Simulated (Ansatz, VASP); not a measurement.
## KI in VASP and in Ansatz

Contents of INCAR:

```
SYSTEM = KI
PREC = Accurate
ENCUT = 520
EDIFF = 1E-8
ISMEAR = -1
SIGMA = 0.01
LREAL = .False.
LASPH = .True.
NELM = 80
ALGO = Normal
ISIF = 2
LWAVE = .False.
LCHARG = .False.
GGA = PE
LEFG = .True.
NBANDS = 15
```

The input KPOINTS:

```
Automatic mesh
0
Gamma
  8 8 8
  0 0 0
```

File POSCAR:

```
KI
1.0
    0.0000000000      3.5936763733      3.5936763733
    3.5936763733      0.0000000000      3.5936763733
    3.5936763733      3.5936763733      0.0000000000
K I
1 1
Direct
    0.0000000000      0.0000000000      0.0000000000
    0.5000000000      0.5000000000      0.5000000000
```

Input for Ansatz:

```yaml
crystal:
  lattice:
    - [0.0, 3.5936763733, 3.5936763733]
    - [3.5936763733, 0.0, 3.5936763733]
    - [3.5936763733, 3.5936763733, 0.0]
  atoms:
    - { symbol: K, position: [0.0, 0.0, 0.0] }
    - { symbol: I, position: [0.5, 0.5, 0.5] }
kpoints:
  mp_grid: { grid: [8, 8, 8] }
scf:
  occupations: { method: fermi_dirac, width: 0.01 }
hamiltonian:
  xc: pbe
  pseudopotentials: { kind: all_electron, datasets: crystal }
output:
  forces: true
  stress: true
  eigenvalues: true
  efg: { contact_densities: true }
```

Change from the starting cell: volume scaled by 1.06, crystal datasets.

Alike in both runs: task electric field gradients; functional PBE; k mesh 8 × 8 × 8; occupations fermi-dirac, width 0.01 eV; no spin polarisation.

|  | VASP | Ansatz |
| --- | --- | --- |
| version | VASP 6.6.1 | Ansatz 0.2.0 |
| potentials or method | VASP PAW PBE potentials, release 64 (K_sv, I), cutoff 520 eV | all-electron PAW with datasets made for the crystal, scalar-relativistic |

|  | VASP | Ansatz | Ansatz less VASP |
| --- | --- | --- | --- |
| gap on the k mesh at the Fermi level (eV) | 3.85 | 3.85 | +0.003 |
| pressure (GPa) | 0.0 | 0.0 | -0.02 |

Ansatz ran all-electron here, and VASP with PAW potentials.

Neither program's run includes spin-orbit coupling.
